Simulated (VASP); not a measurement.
# Si (Fd-3m) in VASP: notebook, part 2 of 2

VASP 6.6.1. Earlier steps stand in the parts before.

## 3. Relaxation of cell and atoms, r2SCAN

This run uses another cell than the first one, of 19.98 Å³/atom.

POSCAR reads:

```
Si
1.0
    0.0000000000      2.7135600000      2.7135600000
    2.7135600000      0.0000000000      2.7135600000
    2.7135600000      2.7135600000      0.0000000000
Si
2
Direct
    0.7500000000      0.7500000000      0.7500000000
    0.5000000000      0.5000000000      0.5000000000
```

INCAR.step1 reads:

```
PREC = Accurate
ENCUT = 600
ISMEAR = 1
SIGMA = 0.05
LREAL = F
LASPH = T
NELM = 80
GGA = PE
ALGO = Normal
EDIFF = 1E-4
LWAVE = T
LCHARG = F
```

INCAR.step2 reads:

```
PREC = Accurate
ENCUT = 600
EDIFF = 1E-6
ISMEAR = 1
SIGMA = 0.05
LREAL = F
LASPH = T
NELM = 80
ALGO = Normal
ISIF = 3
LWAVE = F
LCHARG = F
METAGGA = R2SCAN
LMIXTAU = T
IBRION = 2
NSW = 80
EDIFFG = -0.02
ISTART = 1
```

KPOINTS reads:

```
regular mesh
0
Gamma
  6 6 6
```

Potentials or basis: VASP PAW PBE potentials, release 64 (Si).

Started as:

```
> cat potpaw_PBE.64/Si/POTCAR > POTCAR
> cp INCAR.step1 INCAR
> mpirun -np 1 vasp_std > vasp.out
> cp INCAR.step2 INCAR
> mpirun -np 1 vasp_std > vasp.out
```

OUTCAR:

```text
PREC = Accurate
   ENCUT = 600
   EDIFF = 1E-6
   ISMEAR = 1
   LREAL = F
   LASPH = T
   NELM = 80
   ISIF = 3
   METAGGA = R2SCAN
   IBRION = 2
   NSW = 80
   EDIFFG = -0.02
   ISTART = 1

 ion  position               nearest neighbor table
   1  0.750  0.750  0.750-   2 2.35   2 2.35   2 2.35   2 2.35
   2  0.500  0.500  0.500-   1 2.35   1 2.35   1 2.35   1 2.35

  LATTYP: Found a face centered cubic cell.
 ALAT       =     5.4271200000

  Lattice vectors:

 A1 = (   0.0000000000,   2.7135600000,   2.7135600000)
 A2 = (   2.7135600000,   0.0000000000,   2.7135600000)
 A3 = (   2.7135600000,   2.7135600000,   0.0000000000)

Analysis of symmetry for initial positions (statically):
=====================================================================
 Subroutine PRICEL returns:
 Original cell was already a primitive cell.

 Routine SETGRP: Setting up the symmetry group for a
 face centered cubic supercell.

 Subroutine GETGRP returns: Found 48 space group operations
 (whereof 24 operations were pure point group operations)
 out of a pool of 48 trial point group operations.

The static configuration has the point symmetry T_d .
[... 143 lines left out ...]
 NGX is ok and might be reduce to    32
   NGX = 15   NGY = 15   NGZ = 15

--------------------------------------- Ionic step        1  -------------------------------------------

 number of electron       7.9999999 magnetization

 Free energy of the ion-electron system (eV)
  ---------------------------------------------------
  ext. energy  EPLUGINS =         0.00000000
  ---------------------------------------------------
  free energy    TOTEN  =       -17.52792382 eV

  energy without entropy =      -17.52796408  energy(sigma->0) =      -17.52793724

------------------------ aborting loop because EDIFF is reached ----------------------------------------

  FORCE on cell =-STRESS in cart. coord.  units (eV):
  Direction    XX          YY          ZZ          XY          YZ          ZX
  --------------------------------------------------------------------------------------
  -------------------------------------------------------------------------------------
  Total        0.1900998      0.1900998      0.1900998      0.0000000      0.0000000     -0.0000000
  in kB        7.6215633      7.6215633      7.6215633      0.0000000      0.0000000     -0.0000000
  external PRESSURE =       7.6215633 kB  Pullay stress =       0.0000000 kB
[... 59 lines left out ...]
--------------------------------------- Ionic step        3  -------------------------------------------

 number of electron       8.0000000 magnetization

 Free energy of the ion-electron system (eV)
  ---------------------------------------------------
  ext. energy  EPLUGINS =         0.00000000
  ---------------------------------------------------
  free energy    TOTEN  =       -17.52864623 eV

  energy without entropy =      -17.52868649  energy(sigma->0) =      -17.52865965

 E-fermi :   5.7286     XC(G=0):  -9.8289

 val. band max:        5.6864986700   @ k =   0.0000   0.0000   0.0000
 cond. band min:       6.6150528081   @ k =   0.5000   0.5000   0.0000
 fundamental gap:      0.9285541381
 Fermi energy:         5.7285925121

 k-point     1 :       0.0000    0.0000    0.0000
  band No.  band energies     occupation
      1      -6.7995      2.00000
      2       5.6865      2.00000
      3       5.6865      2.00000
      4       5.6865      2.00000
      5       8.4409      0.00000
      6       8.4409      0.00000
      7       8.4409      0.00000
      8       9.6071      0.00000
[... 192 lines left out ...]
  FREE ENERGIE OF THE ION-ELECTRON SYSTEM (eV)
  ---------------------------------------------------
  free  energy   TOTEN  =       -17.5286462250 eV

  energy  without entropy=      -17.5286864882  energy(sigma->0) =      -17.52865965

 reached required accuracy - stopping structural energy minimisation
```

Wall time 27 s (1 thread of Intel Xeon 6975P-C (Granite Rapids), shared host); peak memory 0.17 GiB.

Results:

```yaml
Free_energy: -17.5286 eV
Relaxed_volume: 20.13 Å³/atom
Relaxed_cell: a = 3.847 Å, b = 3.847 Å, c = 3.847 Å, α = 60.00°, β = 60.00°, γ = 60.00°
Space_group_after_relaxing_to_0.1_Å: Fd-3m (No. 227)
Energy_gained_by_relaxing: 0.4 meV/atom
Ionic_steps: 3
Pressure_after_relaxing: 0.0 GPa
Band_gap_on_the_k_mesh: 0.93 eV (least direct gap 2.75 eV)
```

The path:
```
step  energy change (eV)  largest force (eV/Å)  pressure (GPa)  volume (Å³)
   1              0.0000                0.0000            0.76        39.96
   2             -0.0003                0.0000           -0.58        40.51
   3             -0.0007                0.0000            0.00        40.27
```

Final structure:
```
CELL_PARAMETERS angstrom
0.00000 2.72048 2.72048
2.72048 0.00000 2.72048
2.72048 2.72048 0.00000
ATOMIC_POSITIONS crystal
Si 0.75000 0.75000 0.75000
Si 0.50000 0.50000 0.50000
```

Caveat: the PAW data sets were made with another functional, which shifts forces and pressure a little. A k mesh can miss the band edges.
